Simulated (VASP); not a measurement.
# Ta (C2/c) in VASP: notebook

Ta is run at these levels: LDA; tasks: single point.

Everything below comes from runs of VASP 6.6.1. Logs are shortened: lines on timing, memory, paths and dates and some standing lists are left out, and cuts for length are marked.

## (1) The cell of the first run

The typed cell holds 2 atoms: a = 4.995 Å, b = 4.995 Å, c = 2.892 Å, α = 97.55°, β = 97.55°, γ = 147.92°.

## (2) Single point, LDA (volume scaled by 0.96)

INCAR reads:

```
SYSTEM = Ta
ALGO = Normal
EDIFF = 1E-7
ENCUT = 520
ISIF = 2
ISMEAR = -1
LASPH = .TRUE.
LCHARG = .FALSE.
LREAL = .FALSE.
LWAVE = .FALSE.
NBANDS = 18
NELM = 100
PREC = Accurate
SIGMA = 0.1
```

KPOINTS reads:

```
k-points
0
G
  15 15 14
  0 0 0
```

POSCAR reads:

```
Ta
1.0
   -3.3939288329      3.3957091809      1.3802336357
    3.3957091809     -3.3939288329      1.3802336357
    1.7979923222      1.7979923222     -1.3769729251
Ta
2
Direct
    0.9999894505      0.0000105495      1.0000000000
    0.7500105495      0.2499894505      0.5000000000
```

Potentials or basis: VASP PAW LDA potentials, release 64 (Ta_pv).

Launch:

```
> cat potpaw_LDA.64/Ta_pv/POTCAR > POTCAR
> mpirun -np 1 vasp_std > vasp.out
```

OUTCAR:

```text
SYSTEM = Ta
   EDIFF = 1E-7
   ENCUT = 520
   ISIF = 2
   ISMEAR = -1
   LASPH = .TRUE.
   LREAL = .FALSE.
   NELM = 100
   PREC = Accurate

 ion  position               nearest neighbor table
   1  1.000  0.000  0.000-   2 2.80   2 2.80   2 2.80   2 2.80   2 3.41   2 3.41   2 3.42   2 3.42

   2  0.750  0.250  0.500-   1 2.80   1 2.80   1 2.80   1 2.80   1 3.41   1 3.41   1 3.42   1 3.42

  LATTYP: Found a base centered monoclinic cell.
 ALAT       =     2.7604684196
 B/A-ratio  =     3.4783944980
 C/A-ratio  =     1.0475194568
 COS(beta)  =    -0.4753880362

  Lattice vectors:

 A1 = (  -3.3939288329,   3.3957091809,   1.3802336357)
 A2 = (   3.3957091809,  -3.3939288329,   1.3802336357)
 A3 = (   1.7979923222,   1.7979923222,  -1.3769729251)

Analysis of symmetry for initial positions (statically):
=====================================================================
 Subroutine PRICEL returns:
 Original cell was already a primitive cell.

 Routine SETGRP: Setting up the symmetry group for a
 base centered monoclinic supercell.

 Subroutine GETGRP returns: Found  4 space group operations
 (whereof  2 operations were pure point group operations)
 out of a pool of  4 trial point group operations.

The static configuration has the point symmetry C_2 .
 The point group associated with its full space group is C_2h.

Analysis of symmetry for dynamics (positions and initial velocities):
=====================================================================
 Subroutine PRICEL returns:
 Original cell was already a primitive cell.

 Routine SETGRP: Setting up the symmetry group for a
 base centered monoclinic supercell.

 Subroutine GETGRP returns: Found  4 space group operations
 (whereof  2 operations were pure point group operations)
 out of a pool of  4 trial point group operations.

The dynamic configuration has the point symmetry C_2 .
 The point group associated with its full space group is C_2h.

 Subroutine INISYM returns: Found  4 space group operations
 (whereof  2 operations are pure point group operations),
 and found     1 'primitive' translations

----------------------------------------------------------------------------------------

                                     Primitive cell

  volume of cell :      33.7156

  direct lattice vectors                    reciprocal lattice vectors
    -3.393928833  3.395709181  1.380233636     0.065005384  0.212288641  0.362078671
     3.395709181 -3.393928833  1.380233636     0.212288641  0.065005384  0.362078671
     1.797992322  1.797992322 -1.376972925     0.277950664  0.277950664 -0.000358525

  length of vectors
     4.995461806  4.995461806  2.891644380     0.424727125  0.424727125  0.393081762

  position of ions in fractional coordinates (direct lattice)
[... 77 lines left out ...]
   ENCUT  =  520.0 eV  38.22 Ry    6.18 a.u.   9.29  9.29  5.38*2*pi/ulx,y,z
   NELM   =    100;   NELMIN=  2; NELMDL= -5     # of ELM steps
   EDIFF  = 0.1E-06   stopping-criterion for ELM
   LREAL  =      F    real-space projection
   EDIFFG = 0.1E-05   stopping-criterion for IOM
   NSW    =      0    number of steps for IOM
   IBRION =     -1    ionic relax: 0-MD 1-quasi-New 2-CG
   NFREE  =      0    steps in history (QN), initial steepest desc. (CG)
   ISIF   =      2    stress and relaxation
   ISYM   =      2    0-nonsym 1-usesym 2-fastsym
   POTIM  = 0.5000    time-step for ionic-motion
   TEBEG  =    0.0;   TEEND  =   0.0 temperature during run
   PSTRESS=    0.0 pullay stress
   NELECT =      22.0000    total number of electrons
   NUPDOWN=      -1.0000    fix difference up-down
   EMIN   =  10.00;   EMAX   =-10.00  energy-range for DOS
   EFERMI =   0.00;   METHOD = LEGACY
   ISMEAR =    -1;   SIGMA  =   0.10  broadening in eV -4-tet -1-fermi 0-gaus
   EFERMI_NEDOS =   21; number of points for ismear=-14 and -15
   IALGO  =     38    algorithm
   IMIX   =      4    mixing-type and parameters
     AMIX     =   0.40;   BMIX     =  1.00
     AMIX_MAG =   1.60;   BMIX_MAG =  1.00
  volume/ion in A,a.u.               =      16.86       113.76
  Fermi-wavevector in a.u.,A,eV,Ry     =   1.419946  2.683309 27.432708  2.016247
  Thomas-Fermi vector in A             =   2.540913
   LORBIT       =      0    0 simple, 1 ext, 2 COOP (PROOUT), +10 PAW based schemes
   GGA     = CA    functional components
   LHFCALC =     F    Hartree Fock is set to
   AEXX    =    0.0000 exact exchange contribution
   IVDW    =     0    specifies the selected vdW correction
   LEPSILON=     F    determine dielectric tensor
   LRPA    =     F    only Hartree local field effects (RPA)
 non-spin polarized calculation
  energy-cutoff  :      520.00
  volume of cell :       33.72
 maximum number of plane-waves:       924
 NGX is ok and might be reduce to    40
   NGX = 19   NGY = 19   NGZ = 11

 number of electron      22.0000000 magnetization

 Free energy of the ion-electron system (eV)
  ---------------------------------------------------
  ext. energy  EPLUGINS =         0.00000000
  ---------------------------------------------------
  free energy    TOTEN  =       -25.34183800 eV

  energy without entropy =      -25.27737682  energy(sigma->0) =      -25.30960741

 E-fermi :   6.2180     XC(G=0): -13.1254

 val. band max:        6.2177960661   @ k =  -0.2667  -0.4000   0.1429
 cond. band min:       6.2186146445   @ k =   0.3333   0.0667   0.2857
 fundamental gap:      0.0008185784
 Fermi energy:         6.2180014053

 k-point     1 :       0.0000    0.0000    0.0000
  band No.  band energies     occupation
      1     -28.2005      2.00000
      2     -26.9081      2.00000
      3     -26.6951      2.00000
      4     -26.6526      2.00000
      5     -26.6306      2.00000
      6     -26.6235      2.00000
[... 481 lines left out ...]
      5     -26.8719      2.00000
      6     -26.7322      2.00000
[... 10 lines left out ...]
     17      11.8608      0.00000
     18      15.4606      0.00000

 [... further k-points ...]
[... 5 lines left out ...]
  --------------------------------------------------------------------------------------
  -------------------------------------------------------------------------------------
  Total        2.2092115      2.2092115      2.0093705      0.0433243     -0.0169220     -0.0169220
  in kB      104.9823670    104.9823670     95.4858665      2.0587825     -0.8041379     -0.8041374
  external PRESSURE =     101.8168668 kB  Pullay stress =       0.0000000 kB

 VOLUME and BASIS-vectors are now :
 -----------------------------------------------------------------------------
  energy-cutoff  :      520.00
  volume of cell :       33.72
      direct lattice vectors                 reciprocal lattice vectors
    -3.393928833  3.395709181  1.380233636     0.065005384  0.212288641  0.362078671
     3.395709181 -3.393928833  1.380233636     0.212288641  0.065005384  0.362078671
     1.797992322  1.797992322 -1.376972925     0.277950664  0.277950664 -0.000358525

 POSITION                                       TOTAL-FORCE (eV/Angst)
 -----------------------------------------------------------------------------------
     -3.39386      3.39564      1.38023        -0.006152      0.006152      0.000000
     -0.79759      2.59737      0.69175         0.006152     -0.006152     -0.000000
 -----------------------------------------------------------------------------------
    total drift:                               -0.000000     -0.000000      0.000000

  FREE ENERGIE OF THE ION-ELECTRON SYSTEM (eV)
  ---------------------------------------------------
  free  energy   TOTEN  =       -25.3418379990 eV

  energy  without entropy=      -25.2773768162  energy(sigma->0) =      -25.30960741
```

Wall time 23 min (1 thread of AMD EPYC 7R13, shared host); peak memory 0.48 GiB.

What came out:

```yaml
Free_energy: -25.3418 eV
Pressure: 10.2 GPa
Largest_force: 0.009 eV/Å
Band_gap_on_the_k_mesh: zero (band 11 reaches 8.27 eV, above the bottom of band 12 at 5.25 eV)
```

Forces in eV/Å, atoms in the order of the input:
```
Ta  -0.006  0.006  0.000
Ta   0.006 -0.006  0.000
```

Stress tensor (GPa, compression positive):
```
10.50  0.21 -0.08
 0.21 10.50 -0.08
-0.08 -0.08  9.55
```

Levels at points of the mesh, in eV from the Fermi level:
```tsv
k point	band 7	band 8	band 9	band 10	band 11	band 12	band 13	band 14	band 15	band 16
(0.00, 0.00, 0.00)	-8.33	-4.90	-0.64	-0.20	1.02	1.44	1.71	1.81	1.92	4.41
(0.00, 0.00, 0.50)	-3.82	-3.82	-2.01	-2.01	-0.87	-0.87	4.23	4.23	7.03	7.03
```

Caveat: spin-orbit coupling is left out, which moves the levels of the heavy elements.

## (3) Single point, LDA (volume scaled by 1.04)

Changes to INCAR since step 2:

```diff
@@ -2,4 +2,5 @@
 ALGO = Normal
-EDIFF = 1E-7
+EDIFF = 1E-6
 ENCUT = 520
+GGA = CA
 ISIF = 2
```

KPOINTS is that of step 2.

POSCAR reads:

```
Ta
1.0
   -3.4857007521      3.4875292408      1.4175551872
    3.4875292408     -3.4857007521      1.4175551872
    1.8466100789      1.8466100789     -1.4142063069
Ta
2
Direct
    0.9999894505      0.0000105495      1.0000000000
    0.7500105495      0.2499894505      0.5000000000
```

Potentials or basis: VASP PAW LDA potentials, release 64 (Ta_pv).

Launch:

```
> cat potpaw_LDA.64/Ta_pv/POTCAR > POTCAR
> mpirun -np 1 vasp_std > vasp.out
```

Wall time 21 min (1 thread of AMD EPYC 7R13, shared host); peak memory 0.51 GiB.

It converged, with:

| Property | Result |
| --- | --- |
| Free energy | -25.3606 eV |
| Pressure | -7.0 GPa |
| Largest force | 0.005 eV/Å |
| Band gap on the k mesh | zero (band 11 reaches 7.19 eV, above the bottom of band 12 at 4.57 eV) |

Forces in eV/Å, atoms in the order of the input:
```
Ta  -0.004  0.004  0.000
Ta   0.004 -0.004  0.000
```

Stress tensor (GPa, compression positive):
```
-7.13 -0.48 -0.07
-0.48 -7.13 -0.07
-0.07 -0.07 -6.88
```

Levels at points of the mesh, in eV from the Fermi level:
```tsv
k point	band 7	band 8	band 9	band 10	band 11	band 12	band 13	band 14	band 15	band 16
(0.00, 0.00, 0.00)	-8.00	-4.57	-0.50	-0.10	0.77	1.40	1.66	1.70	1.82	4.08
(0.00, 0.00, 0.50)	-3.52	-3.52	-1.79	-1.79	-0.89	-0.89	3.89	3.89	6.39	6.39
```

Caveat: spin-orbit coupling is left out, which moves the levels of the heavy elements.
